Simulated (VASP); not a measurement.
# MgS (I4mm) in VASP: further runs

The runs below take MgS through single point, with PBE.

Everything below comes from runs of VASP 6.6.1. Logs are shortened: lines on timing, memory, paths and dates and some standing lists are left out, and cuts for length are marked.

### Step 1. The cell of the first run

It takes space group I4mm (No. 107, tetragonal). Conventional cell: a = 3.679 Å, b = 3.679 Å, c = 5.203 Å, α = 90.00°, β = 90.00°, γ = 90.00°. Within 3.3 Å of Mg (site symmetry 4mm) lie 6 S at 2.50 to 2.70 Å. Within 3.3 Å of S (site symmetry 4mm) lie 6 Mg at 2.50 to 2.70 Å.

### Step 2. Single point, PBE

INCAR

```
SYSTEM = MgS
PREC = Accurate ; ENCUT = 520
EDIFF = 1E-6 ; ISMEAR = 0
SIGMA = 0.05 ; LREAL = .False.
LASPH = .True. ; NELM = 80
ALGO = Normal ; ISIF = 2
LWAVE = .False. ; LCHARG = .False.
GGA = PE ; NBANDS = 11
```

KPOINTS

```
Automatic mesh
0
Gamma
  8 8 8
  0 0 0
```

POSCAR

```
MgS
1.0
    0.0000000000      2.6016500000      2.6016500000
    2.6016500000      0.0000000000      2.6016500000
    2.6016500000      2.6016500000      0.0000000000
Mg S
1 1
Direct
    0.0000000000      0.0000000000      0.0000000000
    0.5192185728      0.5192185728      0.4807814272
```

Potentials or basis: VASP PAW PBE potentials, release 64 (Mg, S).

The run is started by

```sh
$ cat potpaw_PBE.64/Mg/POTCAR potpaw_PBE.64/S/POTCAR > POTCAR
$ mpirun -np 1 vasp_std > vasp.out
```

OUTCAR:

```text
SYSTEM = MgS
   PREC = Accurate
   ENCUT = 520
   EDIFF = 1E-6
   ISMEAR = 0
   LREAL = .False.
   LASPH = .True.
   NELM = 80
   ISIF = 2
   GGA = PE

 ion  position               nearest neighbor table
   1  0.000  0.000  0.000-   2 2.50   2 2.60   2 2.60   2 2.60   2 2.60   2 2.70
   2  0.519  0.519  0.481-   1 2.50   1 2.60   1 2.60   1 2.60   1 2.60   1 2.70

  LATTYP: Found a face centered cubic cell.
 ALAT       =     5.2033000000

  Lattice vectors:

 A1 = (   0.0000000000,   2.6016500000,   2.6016500000)
 A2 = (   2.6016500000,   0.0000000000,   2.6016500000)
 A3 = (   2.6016500000,   2.6016500000,   0.0000000000)

Analysis of symmetry for initial positions (statically):
=====================================================================
 Subroutine PRICEL returns:
 Original cell was already a primitive cell.

 Routine SETGRP: Setting up the symmetry group for a
 face centered cubic supercell.

 Subroutine GETGRP returns: Found  8 space group operations
 (whereof  8 operations were pure point group operations)
 out of a pool of 48 trial point group operations.

The static configuration has the point symmetry C_4v.

Analysis of symmetry for dynamics (positions and initial velocities):
=====================================================================
 Subroutine PRICEL returns:
 Original cell was already a primitive cell.

 Routine SETGRP: Setting up the symmetry group for a
 face centered cubic supercell.

 Subroutine GETGRP returns: Found  8 space group operations
 (whereof  8 operations were pure point group operations)
 out of a pool of 48 trial point group operations.

The dynamic configuration has the point symmetry C_4v.

 Subroutine INISYM returns: Found  8 space group operations
 (whereof  8 operations are pure point group operations),
 and found     1 'primitive' translations

----------------------------------------------------------------------------------------

                                     Primitive cell

  volume of cell :      35.2190

  direct lattice vectors                    reciprocal lattice vectors
     0.000000000  2.601650000  2.601650000    -0.192185728  0.192185728  0.192185728
     2.601650000  0.000000000  2.601650000     0.192185728 -0.192185728  0.192185728
     2.601650000  2.601650000  0.000000000     0.192185728  0.192185728 -0.192185728

  length of vectors
     3.679288715  3.679288715  3.679288715     0.332875446  0.332875446  0.332875446

  position of ions in fractional coordinates (direct lattice)
     0.000000000  0.000000000  0.000000000
[... 81 lines left out ...]
   NSW    =      0    number of steps for IOM
   IBRION =     -1    ionic relax: 0-MD 1-quasi-New 2-CG
   NFREE  =      0    steps in history (QN), initial steepest desc. (CG)
   ISIF   =      2    stress and relaxation
   ISYM   =      2    0-nonsym 1-usesym 2-fastsym
   POTIM  = 0.5000    time-step for ionic-motion
   TEBEG  =    0.0;   TEEND  =   0.0 temperature during run
   PSTRESS=    0.0 pullay stress
   NELECT =       8.0000    total number of electrons
   NUPDOWN=      -1.0000    fix difference up-down
   EMIN   =  10.00;   EMAX   =-10.00  energy-range for DOS
   EFERMI =   0.00;   METHOD = LEGACY
   ISMEAR =     0;   SIGMA  =   0.05  broadening in eV -4-tet -1-fermi 0-gaus
   EFERMI_NEDOS =   21; number of points for ismear=-14 and -15
   IALGO  =     38    algorithm
   IMIX   =      4    mixing-type and parameters
     AMIX     =   0.40;   BMIX     =  1.00
     AMIX_MAG =   1.60;   BMIX_MAG =  1.00
  volume/ion in A,a.u.               =      17.61       118.83
  Fermi-wavevector in a.u.,A,eV,Ry     =   0.998878  1.887606 13.575323  0.997758
  Thomas-Fermi vector in A             =   2.131131
   LORBIT       =      0    0 simple, 1 ext, 2 COOP (PROOUT), +10 PAW based schemes
   GGA     = PE    functional components
   LHFCALC =     F    Hartree Fock is set to
   AEXX    =    0.0000 exact exchange contribution
   IVDW    =     0    specifies the selected vdW correction
   LEPSILON=     F    determine dielectric tensor
   LRPA    =     F    only Hartree local field effects (RPA)
 non-spin polarized calculation
 Gauss-broadening in eV      SIGMA  =   0.05
  energy-cutoff  :      520.00
  volume of cell :       35.22
 maximum number of plane-waves:       960
   NGX = 13   NGY = 13   NGZ = 13

 number of electron       8.0000000 magnetization

 Free energy of the ion-electron system (eV)
  ---------------------------------------------------
  ext. energy  EPLUGINS =         0.00000000
  ---------------------------------------------------
  free energy    TOTEN  =        -8.48748907 eV

  energy without entropy =       -8.48748907  energy(sigma->0) =       -8.48748907

 E-fermi :   3.9935     XC(G=0):  -9.6856

 val. band max:        3.7235789712   @ k =   0.0000   0.0000   0.0000
 cond. band min:       6.5013767745   @ k =   0.0000   0.5000   0.5000
 fundamental gap:      2.7777978033
 Fermi energy:         3.9934886632

 k-point     1 :       0.0000    0.0000    0.0000
  band No.  band energies     occupation
      1      -8.9448      2.00000
      2       3.7068      2.00000
      3       3.7236      2.00000
      4       3.7236      2.00000
      5       7.4314      0.00000
      6      11.6741      0.00000
      7      11.6741      0.00000
      8      11.6909      0.00000
      9      14.0808      0.00000
     10      14.1081      0.00000
     11      16.2429      0.00000
[... 309 lines left out ...]
 k-point    24 :       0.5000    0.2500    0.0000
  band No.  band energies     occupation
      1      -7.4767      2.00000
      2      -0.3157      2.00000
      3       1.5182      2.00000
      4       2.5219      2.00000
      5       8.1331      0.00000
      6      10.4728      0.00000
      7      12.5309      0.00000
      8      12.7078      0.00000
      9      16.3730      0.00000
     10      18.2696      0.00000
     11      19.2834      0.00000

 [... further k-points ...]
[... 5 lines left out ...]
  --------------------------------------------------------------------------------------
  -------------------------------------------------------------------------------------
  Total        0.1714967      0.1714967      0.4463957      0.0000000      0.0000000      0.0000000
  in kB        7.8017091      7.8017091     20.3073827      0.0000000      0.0000000      0.0000000
  external PRESSURE =      11.9702670 kB  Pullay stress =       0.0000000 kB

 VOLUME and BASIS-vectors are now :
 -----------------------------------------------------------------------------
  energy-cutoff  :      520.00
  volume of cell :       35.22
      direct lattice vectors                 reciprocal lattice vectors
     0.000000000  2.601650000  2.601650000    -0.192185728  0.192185728  0.192185728
     2.601650000  0.000000000  2.601650000     0.192185728 -0.192185728  0.192185728
     2.601650000  2.601650000  0.000000000     0.192185728  0.192185728 -0.192185728

 POSITION                                       TOTAL-FORCE (eV/Angst)
 -----------------------------------------------------------------------------------
      0.00000      0.00000      0.00000         0.000000      0.000000      0.296476
      2.60165      2.60165      2.70165         0.000000      0.000000     -0.296476
 -----------------------------------------------------------------------------------
    total drift:                                0.000000      0.000000      0.000171

  FREE ENERGIE OF THE ION-ELECTRON SYSTEM (eV)
  ---------------------------------------------------
  free  energy   TOTEN  =        -8.4874890686 eV

  energy  without entropy=       -8.4874890686  energy(sigma->0) =       -8.48748907
```

It took 8.6 s on 1 thread of Intel Xeon 6975P-C (Granite Rapids), shared host; peak memory 0.17 GiB.

What came out:

| Property | Result |
| --- | --- |
| Free energy | -8.4875 eV |
| Pressure | 1.2 GPa |
| Largest force | 0.296 eV/Å |
| Band gap on the k mesh | 2.78 eV, indirect (least direct gap 3.71 eV) |

Forces on the atoms (eV/Å):
```
Mg   0.000  0.000  0.296
S    0.000  0.000 -0.296
```

Stress tensor (GPa, compression positive):
```
0.78 0.00 0.00
0.00 0.78 0.00
0.00 0.00 2.03
```

Caveat: the cell differs from its parent crystal (all S atoms moved -0.100 Å, as atom 2 towards its neighbour atom 1 (Mg) at 2.602 Å). A k mesh can miss the band edges.

(Continued in part 2 of 2.)
